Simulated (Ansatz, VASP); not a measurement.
## Sr: VASP beside Ansatz

INCAR

```
SYSTEM = Sr
PREC = Accurate ; ENCUT = 600
EDIFF = 1E-6 ; ISMEAR = 0
SIGMA = 0.1 ; LREAL = .FALSE.
LASPH = .TRUE. ; NELM = 80
ALGO = Normal ; ISIF = 3
LWAVE = .FALSE. ; LCHARG = .FALSE.
GGA = PS ; IBRION = 2
NSW = 100 ; EDIFFG = -0.01
```

Contents of KPOINTS:

```
Automatic mesh
0
G
  16 16 16
  0 0 0
```

Contents of POSCAR:

```
Sr
1.0
   -2.3289317206      2.3289317206      2.3289317206
    2.3289317206     -2.3289317206      2.3289317206
    2.3289317206      2.3289317206     -2.3289317206
Sr
1
Direct
    0.0000000000      0.0000000000      0.0000000000
```

Input for Ansatz:

```yaml
crystal:
  lattice:
    - [-2.3289317206, 2.3289317206, 2.3289317206]
    - [2.3289317206, -2.3289317206, 2.3289317206]
    - [2.3289317206, 2.3289317206, -2.3289317206]
  atoms:
    - { symbol: Sr, position: [0.0, 0.0, 0.0] }
basis:
  ecutwfc: 420
kpoints:
  mp_grid: { grid: [16, 16, 16] }
hamiltonian:
  xc: pbesol
scf:
  occupations: { method: gaussian, width: 0.1 }
output:
  forces: true
  stress: true
  eigenvalues: true
relax:
  adjacent_minimum: "off"
  f_tol: 0.01
  max_steps: 80
  cell: { stress_tol: 0.05 }
```

Alike in both runs: task relaxation of cell and atoms; functional PBEsol; k mesh 16 × 16 × 16; occupations gaussian, width 0.1 eV; no spin polarisation.

|  | VASP | Ansatz |
| --- | --- | --- |
| version | VASP 6.6.1 | Ansatz 0.2.0 |
| potentials or method | VASP PAW PBE potentials, release 64 (Sr_sv), cutoff 600 eV | scalar-relativistic, plane waves, PAW |
| valence electrons in the cell | 10 | 10 |

Ansatz gave:

| Quantity | Value |
| --- | --- |
| gap on the k mesh at the Fermi level, each at its own relaxed structure (eV) | none |
| relaxed volume (Å³/atom) | 50.99 |
| relaxed length of the cell vector where the two differ most in proportion (Å) | 4.046 |

What did VASP give for the same quantities?

gap on the k mesh at the Fermi level, each at its own relaxed structure (eV): none; relaxed volume (Å³/atom): 51.05; relaxed length of the cell vector where the two differ most in proportion (Å): 4.048.

VASP's potentials were made for PBE, not for PBEsol. A gap of «none» marks a metal or a gap that the smearing closes.
